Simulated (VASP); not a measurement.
Wanted: the native input for a VASP 6.6.1 run.

```
Task                   : single point
Functional             : PBEsol
Potentials or basis    : VASP PAW PBE potentials, release 64 (Na_pv)
Cutoff                 : 500 eV
k mesh                 : 6 × 6 × 6
Occupations            : fermi-dirac, width 0.05 eV
Spin                   : no spin polarisation
Dipole correction      : no
Further INCAR settings : ALGO = Normal; EDIFF = 1e-06; NBANDS = 10
```

The structure of Na lies in POSCAR:

```
Na
1.0
    3.3955706192      0.0000000000      0.0000000000
    0.0000000000      3.3955706192      0.0000000000
    0.0000000000      0.0000000000      3.3955706192
Na
1
Direct
    0.0000000000      0.0000000000      0.0000000000
```

One way to write it, as run:

INCAR

```
ALGO     = Normal         # electronic algorithm
EDIFF    = 1E-6           # SCF threshold, eV
ENCUT    = 500            # plane-wave cutoff, eV
GGA      = PS             # functional
GGA_COMPAT= F            
ISIF     = 2              # what is computed and relaxed
ISMEAR   = -1             # smearing method
LASPH    = T              # aspherical terms in the spheres
LCHARG   = F              # write CHGCAR
LREAL    = F              # projectors in reciprocal space
LWAVE    = F              # write WAVECAR
NBANDS   = 10             # bands
NELM     = 120            # most SCF steps
PREC     = Accurate       # precision mode
SIGMA    = 0.05           # smearing width, eV
```

KPOINTS

```
k-points
0
Gamma
  6 6 6
```

Potentials or basis: VASP PAW PBE potentials, release 64 (Na_pv).

The run is started by

```bash
$ cat potpaw_PBE.64/Na_pv/POTCAR > POTCAR
$ mpirun -np 1 vasp_std > vasp.out
```

It gave:

```json
{
 "Pressure": "-0.1 GPa"
}
```

Caveat: the PAW data sets were made with another functional, which shifts forces and pressure a little.

Wall time 8.9 s on 1 thread of Intel Xeon 8259CL, with other jobs on the host, peak memory 0.15 GiB.
